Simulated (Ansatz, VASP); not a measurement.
## One calculation of GaN, two programs

```
Ga N
1.0
     0.00000    2.13524    2.13524
     2.13524    0.00000    2.13524
     2.13524    2.13524    0.00000
Ga N
1 1
Direct
  0.00000 0.00000 0.00000
  0.50000 0.50000 0.50000
```

Alike in both runs: task relaxation of cell and atoms; functional PBEsol; k mesh 8 × 8 × 8; no spin polarisation.

```csv
,VASP,Ansatz
version,VASP 6.6.1,Ansatz 0.2.0
potentials or method,"VASP PAW PBE potentials, release 64 (Ga_d, N)","plane waves, PAW"
plane-wave cutoff (eV),600,420
occupations,"gaussian, width 0.01 eV",fixed
valence electrons in the cell,18,18
```

Ansatz gave:

- relaxed volume (Å³/atom): 9.39
- relaxed cell length with the largest relative difference (Å): 2.983

Task: Estimate VASP's values.

Result: Relaxed volume (Å³/atom): 9.40; relaxed cell length with the largest relative difference (Å): 2.985.

VASP's potentials were made for PBE, not for PBEsol.
